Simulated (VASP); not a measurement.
# H22CO12 in VASP: a series of runs

Runs on H22CO12. Level: PBEsol. Tasks: single point.

All numbers are computed with VASP 6.6.1; they aren't measurements. Logs are shortened: lines on timing, memory, paths and dates and some standing lists are left out, and cuts for length are marked.

## Step 1: The cell of the first run

The cell holds a disordered packing, 35 atoms: a = 7.785 Å, b = 7.785 Å, c = 7.785 Å, α = 90.00°, β = 90.00°, γ = 90.00°.

## Step 2: Single point, PBEsol

Input file INCAR:

```
PREC = Accurate ; ENCUT = 520
EDIFF = 1E-6 ; ISMEAR = -1
SIGMA = 0.02 ; LREAL = Auto
LASPH = T ; NELM = 100
ALGO = Normal ; ISIF = 2
LWAVE = F ; LCHARG = F
GGA = PS ; NBANDS = 72
```

Input file KPOINTS:

```
regular mesh
0
Gamma
  1 1 1
```

Input file POSCAR:

```
H22CO12
1.0
    7.7854430000      0.0000000000      0.0000000000
    0.0000000000      7.7854430000      0.0000000000
    0.0000000000      0.0000000000      7.7854430000
O H C
12 22 1
Direct
    0.7731608850      0.2774408598      0.2705176828
    0.0729052926      0.5397637617      0.1949535820
    0.3916026358     -0.0321368996      0.1208665968
    0.4734990674      0.3008049767      0.9952034842
    0.5685225619      0.7630008980      0.9144373673
    0.6693902967      0.5893049374      0.4961567376
    0.8445890619      0.5413821667      0.8069932565
    0.6721390164      0.0052790830      0.6018411541
    0.1908690360      0.4487605908      0.8820564225
   -0.0940216247      0.2179580533      0.8188101820
    0.8635732096      0.7626155634      0.0687179907
    0.8959413100      0.9146171901      0.3070088626
    0.8565215878      0.3606602733      0.2202572159
    0.8426238558      0.1872597359      0.3131485260
    0.1140718646      0.5351269029      0.0815239415
    0.1834192351      0.5754328944      0.2372890021
    0.2866246661     -0.0831166576      0.1011888469
    0.4174714271      0.0812413629      0.0790578006
    0.4301617776      0.2877806696      0.8787168566
    0.6033182698      0.2765545904      1.0193768036
    0.5003311950      0.8480699172      0.9765276041
    0.5590304881      0.7596998655      0.7907321395
    0.7614081819      0.6676177579      0.4512781097
    0.7310823546      0.4809231793      0.4944484212
    0.7702708760      0.6454610226      0.8452698196
    0.7964864684      0.5338039210      0.6978665183
    0.5836019864      0.0899884567      0.5642967266
    0.7131386101     -0.0253935454      0.4946282440
    0.1676462084      0.5484723220      0.8050152059
    0.0879204947      0.3731451120      0.8439982156
   -0.1412379488      0.3305142687      0.8410696732
   -0.1656039354      0.1867202676      0.7040704042
    0.9323811118      0.6744381790      0.1352781081
    0.8469010691      1.0419188735      0.0745879200
    0.8774580971      0.9092096622      0.1495997081
```

Potentials or basis: VASP PAW PBE potentials, release 64 (O, H, C).

Run with:

```console
$ cat potpaw_PBE.64/O/POTCAR potpaw_PBE.64/H/POTCAR potpaw_PBE.64/C/POTCAR > POTCAR
$ mpirun -np 1 vasp_gam > vasp.out
```

OUTCAR:

```text
PREC = Accurate
   ENCUT = 520
   EDIFF = 1E-6
   ISMEAR = -1
   LREAL = Auto
   LASPH = T
   NELM = 100
   ISIF = 2
   GGA = PS

 ion  position               nearest neighbor table
   1  0.773  0.277  0.271-  14 0.95  13 1.00
   2  0.073  0.540  0.195-  15 0.94  16 0.96
   3  0.392  0.968  0.121-  17 0.92  18 0.96
   4  0.473  0.301  0.995-  19 0.97  20 1.05
   5  0.569  0.763  0.914-  22 0.97  21 0.98
   6  0.669  0.589  0.496-  24 0.97  23 1.00
   7  0.845  0.541  0.807-  26 0.93  25 1.04
   8  0.672  0.005  0.602-  28 0.93  27 1.00
   9  0.191  0.449  0.882-  29 1.00  30 1.04
  10  0.906  0.218  0.819-  31 0.97  32 1.08
  11  0.864  0.763  0.069-  33 1.01  35 1.31
  12  0.896  0.915  0.307-  35 1.23
  13  0.857  0.361  0.220-   1 1.00
  14  0.843  0.187  0.313-   1 0.95
  15  0.114  0.535  0.082-   2 0.94
  16  0.183  0.575  0.237-   2 0.96
  17  0.287  0.917  0.101-   3 0.92
[... 15 lines left out ...]
  33  0.932  0.674  0.135-  11 1.01
  34  0.847  0.042  0.075-  35 1.21
  35  0.877  0.909  0.150-  34 1.21  12 1.23  11 1.31

  LATTYP: Found a simple cubic cell.
 ALAT       =     7.7854430000

  Lattice vectors:

 A1 = (   7.7854430000,   0.0000000000,   0.0000000000)
 A2 = (   0.0000000000,   7.7854430000,   0.0000000000)
 A3 = (   0.0000000000,   0.0000000000,   7.7854430000)

Analysis of symmetry for initial positions (statically):
=====================================================================
 Subroutine PRICEL returns:
 Original cell was already a primitive cell.

 Routine SETGRP: Setting up the symmetry group for a
 simple cubic supercell.

 Subroutine GETGRP returns: Found  1 space group operations
 (whereof  1 operations were pure point group operations)
 out of a pool of 48 trial point group operations.

The static configuration has the point symmetry C_1 .

Analysis of symmetry for dynamics (positions and initial velocities):
=====================================================================
 Subroutine PRICEL returns:
 Original cell was already a primitive cell.

 Routine SETGRP: Setting up the symmetry group for a
 simple cubic supercell.

 Subroutine GETGRP returns: Found  1 space group operations
 (whereof  1 operations were pure point group operations)
 out of a pool of 48 trial point group operations.

The dynamic configuration has the point symmetry C_1 .

 Subroutine INISYM returns: Found  1 space group operations
 (whereof  1 operations are pure point group operations),
 and found     1 'primitive' translations

----------------------------------------------------------------------------------------

                                     Primitive cell

  volume of cell :     471.9000

  direct lattice vectors                    reciprocal lattice vectors
     7.785443000  0.000000000  0.000000000     0.128444843  0.000000000  0.000000000
     0.000000000  7.785443000  0.000000000     0.000000000  0.128444843  0.000000000
     0.000000000  0.000000000  7.785443000     0.000000000  0.000000000  0.128444843

  length of vectors
     7.785443000  7.785443000  7.785443000     0.128444843  0.128444843  0.128444843

  position of ions in fractional coordinates (direct lattice)
     0.773160885  0.277440860  0.270517683
     0.072905293  0.539763762  0.194953582
     0.391602636  0.967863100  0.120866597
     0.473499067  0.300804977  0.995203484
     0.568522562  0.763000898  0.914437367
     0.669390297  0.589304937  0.496156738
[... 27 lines left out ...]
     0.846901069  0.041918874  0.074587920
     0.877458097  0.909209662  0.149599708

  ion indices of the primitive-cell ions
   primitive index   ion index
                 1           1
                 2           2
                 3           3
                 4           4
                 5           5
                 6           6
[... 27 lines left out ...]
                34          34
                35          35

----------------------------------------------------------------------------------------

 KPOINTS: regular mesh

Automatic generation of k-mesh.
 Grid dimensions read from file:
 generate k-points for:    1    1    1

 Generating k-lattice:

  Cartesian coordinates                     Fractional coordinates (reciprocal lattice)
     0.128444843  0.000000000  0.000000000     1.000000000  0.000000000  0.000000000
     0.000000000  0.128444843  0.000000000     0.000000000  1.000000000  0.000000000
     0.000000000  0.000000000  0.128444843     0.000000000  0.000000000  1.000000000

  Length of vectors
     0.128444843  0.128444843  0.128444843

  Shift w.r.t. Gamma in fractional coordinates (k-lattice)
     0.000000000  0.000000000  0.000000000

 Subroutine IBZKPT returns following result:
 ===========================================

 Found      1 irreducible k-points:

 Following reciprocal coordinates:
            Coordinates               Weight
  0.000000  0.000000  0.000000      1.000000
   k-points           NKPTS =      1   k-points in BZ     NKDIM =      1   number of bands    NBANDS=     72
   number of dos      NEDOS =    301   number of ions     NIONS =     35
   total plane-waves  NPLWV = 216000
   dimension x,y,z NGX =    60 NGY =   60 NGZ =   60
   dimension x,y,z NGXF=   120 NGYF=  120 NGZF=  120
   ions per type =              12  22   1
   NGX,Y,Z   is equivalent  to a cutoff of  12.81, 12.81, 12.81 a.u.
   NGXF,Y,Z  is equivalent  to a cutoff of  25.62, 25.62, 25.62 a.u.
 SYSTEM =  unknown system
   PREC   = accura    normal or accurate (medium, high low for compatibility)
   ISTART =      0    job   : 0-new  1-cont  2-samecut
   ICHARG =      2    charge: 1-file 2-atom 10-const
   ISPIN  =      1    spin polarized calculation?
   LNONCOLLINEAR =      F non collinear calculations
   LSORBIT =      F    spin-orbit coupling
   LASPH  =      T    aspherical Exc in radial PAW
   ENCUT  =  520.0 eV  38.22 Ry    6.18 a.u.  14.48 14.48 14.48*2*pi/ulx,y,z
   NELM   =    100;   NELMIN=  2; NELMDL= -5     # of ELM steps
   EDIFF  = 0.1E-05   stopping-criterion for ELM
   LREAL  =      T    real-space projection
   EDIFFG = 0.1E-04   stopping-criterion for IOM
   NSW    =      0    number of steps for IOM
   IBRION =     -1    ionic relax: 0-MD 1-quasi-New 2-CG
   NFREE  =      0    steps in history (QN), initial steepest desc. (CG)
   ISIF   =      2    stress and relaxation
   ISYM   =      2    0-nonsym 1-usesym 2-fastsym
   POTIM  = 0.5000    time-step for ionic-motion
   TEBEG  =    0.0;   TEEND  =   0.0 temperature during run
   PSTRESS=    0.0 pullay stress
   NELECT =      98.0000    total number of electrons
   NUPDOWN=      -1.0000    fix difference up-down
   EMIN   =  10.00;   EMAX   =-10.00  energy-range for DOS
   EFERMI =   0.00;   METHOD = LEGACY
   ISMEAR =    -1;   SIGMA  =   0.02  broadening in eV -4-tet -1-fermi 0-gaus
   EFERMI_NEDOS =   21; number of points for ismear=-14 and -15
   IALGO  =     38    algorithm
   IMIX   =      4    mixing-type and parameters
     AMIX     =   0.40;   BMIX     =  1.00
     AMIX_MAG =   1.60;   BMIX_MAG =  1.00
  volume/ion in A,a.u.               =      13.48        90.99
  Fermi-wavevector in a.u.,A,eV,Ry     =   0.969468  1.832029 12.787686  0.939868
  Thomas-Fermi vector in A             =   2.099523
   LORBIT       =      0    0 simple, 1 ext, 2 COOP (PROOUT), +10 PAW based schemes
   GGA     = PS    functional components
   LHFCALC =     F    Hartree Fock is set to
   AEXX    =    0.0000 exact exchange contribution
   IVDW    =     0    specifies the selected vdW correction
   LEPSILON=     F    determine dielectric tensor
   LRPA    =     F    only Hartree local field effects (RPA)
 non-spin polarized calculation
  energy-cutoff  :      520.00
  volume of cell :      471.90
 maximum number of plane-waves:      6399
 NGX is ok and might be reduce to    60
   NGX = 29   NGY = 29   NGZ = 29

 number of electron      97.9999991 magnetization

 Free energy of the ion-electron system (eV)
  ---------------------------------------------------
  ext. energy  EPLUGINS =         0.00000000
  ---------------------------------------------------
  free energy    TOTEN  =      -175.26888854 eV

  energy without entropy =     -175.26888854  energy(sigma->0) =     -175.26888854

 E-fermi :  -3.2691     XC(G=0):  -5.7557

 val. band max:       -3.8278940532   @ k =   0.0000   0.0000   0.0000
 cond. band min:       0.2616262135   @ k =   0.0000   0.0000   0.0000
 fundamental gap:      4.0895202667
 Fermi energy:        -3.2690607687

 k-point     1 :       0.0000    0.0000    0.0000
  band No.  band energies     occupation
      1     -25.5061      2.00000
      2     -24.1595      2.00000
      3     -23.3428      2.00000
      4     -23.1790      2.00000
      5     -23.0690      2.00000
      6     -23.0102      2.00000
[... 53 lines left out ...]
     60       4.4538      0.00000
     61       4.7024      0.00000
 [bands above 61 left out]

------------------------ aborting loop because EDIFF is reached ----------------------------------------

  FORCE on cell =-STRESS in cart. coord.  units (eV):
  Direction    XX          YY          ZZ          XY          YZ          ZX
  --------------------------------------------------------------------------------------
  -------------------------------------------------------------------------------------
  Total       -1.5702660     -0.0646901      7.2881043     -2.2114092      3.1944425     -0.5155777
  in kB       -5.3313084     -0.2196335     24.7443000     -7.5080942     10.8456520     -1.7504701
  external PRESSURE =       6.3977860 kB  Pullay stress =       0.0000000 kB

 VOLUME and BASIS-vectors are now :
 -----------------------------------------------------------------------------
  energy-cutoff  :      520.00
  volume of cell :      471.90
      direct lattice vectors                 reciprocal lattice vectors
     7.785443000  0.000000000  0.000000000     0.128444843  0.000000000  0.000000000
     0.000000000  7.785443000  0.000000000     0.000000000  0.128444843  0.000000000
     0.000000000  0.000000000  7.785443000     0.000000000  0.000000000  0.128444843

 POSITION                                       TOTAL-FORCE (eV/Angst)
 -----------------------------------------------------------------------------------
      6.01940      2.16000      2.10610        -0.480380      2.046285     -0.918864
      0.56760      4.20230      1.51780        -0.943196      0.349367      2.018875
      3.04880      7.53524      0.94100         3.200646     -0.777185      1.359726
      3.68640      2.34190      7.74810         2.062914     -0.957565      1.748950
      4.42620      5.94030      7.11930         0.890209     -1.509156     -0.399883
      5.21150      4.58800      3.86280         1.077854      0.924813     -0.069741
[... 27 lines left out ...]
      6.59350      0.32636      0.58070         0.614923     -2.238071      0.444852
      6.83140      7.07860      1.16470        -1.674363      1.632815     -0.143009
 -----------------------------------------------------------------------------------
    total drift:                               -0.006620     -0.005328     -0.002490

  FREE ENERGIE OF THE ION-ELECTRON SYSTEM (eV)
  ---------------------------------------------------
  free  energy   TOTEN  =      -175.2688885358 eV

  energy  without entropy=     -175.2688885358  energy(sigma->0) =     -175.26888854
```

Wall time 2.4 min (1 thread of Intel Xeon 8259CL, shared host); peak memory 0.47 GiB.

Results:

```
Free energy            : -175.2689 eV
Pressure               : 0.6 GPa
Largest force          : 3.970 eV/Å
Band gap on the k mesh : 4.09 eV
```

Forces on the atoms (eV/Å):
```
O   -0.480  2.046 -0.919
O   -0.943  0.349  2.019
O    3.201 -0.777  1.360
O    2.063 -0.958  1.749
O    0.890 -1.509 -0.400
O    1.078  0.925 -0.070
O   -0.241  2.063  2.649
O   -1.868  2.086  2.101
O   -1.721  0.027 -1.330
O   -1.095 -1.739 -2.778
O    0.846  0.813 -0.733
O    0.360  0.457  0.535
H   -0.397 -0.468  0.421
H    1.083 -1.593  0.580
H    0.466 -1.247 -3.740
H    0.545  0.274  1.503
H   -2.735 -0.329 -0.729
H   -0.663  1.590 -0.676
H    0.588  0.202 -0.152
H   -2.436  0.443 -1.116
H   -0.411  0.658  0.059
H   -0.665  0.715 -0.251
H   -0.867 -0.228  0.185
H   -0.232 -0.775 -0.700
H    1.005 -1.235  0.644
H   -1.028 -0.297 -2.850
H    0.354 -0.606  0.597
H    1.648 -1.227 -2.888
H    0.337 -0.541  0.549
H    1.272  0.428  0.565
H   -0.556  1.426  0.463
H    1.636 -0.107  2.607
H    0.027 -0.259  0.443
H    0.615 -2.238  0.445
C   -1.674  1.633 -0.143
```

Stress tensor (GPa, compression positive):
```
-0.53 -0.75 -0.18
-0.75 -0.02  1.08
-0.18  1.08  2.47
```

Caveat: the k points lie up to 0.81 Å⁻¹ apart; the PAW data sets were made with another functional, which shifts forces and pressure a little.

(Part 1 of 3 ends here.)
